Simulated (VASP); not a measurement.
A run of VASP 6.6.1 is set up as follows.

INCAR

```
ALGO = Normal
EDIFF = 1E-6
ENCUT = 520
GGA = PS
ISIF = 2
ISMEAR = 0
ISPIN = 2
LASPH = True
LCHARG = True
LELF = True
LMAXMIX = 4
LORBIT = 11
LREAL = False
LVHAR = True
LWAVE = False
MAGMOM = 0 0.75
NBANDS = 16
NELM = 150
PREC = Accurate
SIGMA = 0.15
```

File KPOINTS:

```
k-points
0
Gamma
  18 18 18
```

POSCAR

```
AlFe
1.0
    2.9189406303      0.0000000000      0.0000000000
    0.0000000000      2.9189406303      0.0000000000
    0.0000000000      0.0000000000      2.9189406303
Al Fe
1 1
Direct
    0.0000000000      0.0000000000      0.0000000000
    0.5000000000      0.5000000000      0.5000000000
```

Potentials or basis: VASP PAW PBE potentials, release 64 (Al, Fe).

The run is started by

```console
$ cat potpaw_PBE.64/Al/POTCAR potpaw_PBE.64/Fe/POTCAR > POTCAR
$ mpirun -np 1 vasp_std > vasp.out
```

(1) What does it give for the site moments?

(2) What does it give for the net moment?

(3) What does it give for the pressure?

## Answers

(1) Al -0.03; Fe +0.78 μB.

(2) 0.73 μB per cell.

(3) -12.1 GPa.

Caveat: the cell stands under tension; the PAW data sets were made with another functional, which shifts forces and pressure a little.
